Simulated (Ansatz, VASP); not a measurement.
# Two plane-wave programs on Ge

The input POSCAR:

```
Ge
1.0
    1.3622202750     -2.5355031000      0.0000000000
    1.3622202750      2.5355031000      0.0000000000
    0.0000000000      0.0000000000      2.6982310000
Ge
1
Direct
    0.5000000000      0.5000000000      0.0000000000
```

The input INCAR.step1:

```
  ALGO = Normal
  EDIFF = 1E-4
  ENCUT = 520
  GGA = PE
  ISMEAR = 0
  LASPH = T
  LCHARG = F
  LREAL = F
  LWAVE = T
  NBANDS = 13
  NELM = 100
  PREC = Accurate
  SIGMA = 0.15
```

The input INCAR.step2:

```
  ALGO = Normal
  EDIFF = 1E-6
  ENCUT = 520
  ISIF = 2
  ISMEAR = 0
  ISTART = 1
  LASPH = T
  LCHARG = F
  LMIXTAU = T
  LREAL = F
  LWAVE = F
  METAGGA = R2SCAN
  NBANDS = 13
  NELM = 100
  PREC = Accurate
  SIGMA = 0.15
```

Contents of KPOINTS:

```
k-points
0
Gamma
  20 20 18
```

Input for Ansatz:

```yaml
crystal:
  lattice:
    - [1.362220275, -2.5355031, 0.0]
    - [1.362220275, 2.5355031, 0.0]
    - [0.0, 0.0, 2.698231]
  atoms:
    - { symbol: Ge, position: [0.5, 0.5, 0.0] }
basis:
  ecutwfc: 500
kpoints:
  mp_grid: { grid: [20, 20, 18] }
hamiltonian:
  xc: r2scan
scf:
  occupations: { method: gaussian, width: 0.15 }
output:
  forces: true
  stress: true
  eigenvalues: true
```

Change from the starting cell: strain -0.0250 x Voigt [1, 1, 0, 0, 0, 0], atoms carried along.

Alike in both runs: task single point; functional r2SCAN; k mesh 20 × 20 × 18; occupations gaussian, width 0.15 eV; no spin polarisation.

|  | VASP | Ansatz |
| --- | --- | --- |
| version | VASP 6.6.1 | Ansatz 0.2.0 |
| potentials or method | VASP PAW PBE potentials, release 64 (Ge_d), cutoff 520 eV | scalar-relativistic, plane waves, PAW |
| valence electrons in the cell | 14 | 14 |

VASP gave:

```
gap on the k mesh at the Fermi level (eV)                     : none
pressure (GPa)                                                : 0.2
traceless stress, the component that is largest in VASP (GPa) : -3.76
```

**Question.** Which values does Ansatz return?

**Answer.** gap on the k mesh at the Fermi level (eV): none; pressure (GPa): 0.5; traceless stress, the component that is largest in VASP (GPa): -3.82.

VASP's potentials were made for PBE, not for r2SCAN. A gap of «none» marks a metal or a gap that the smearing closes.
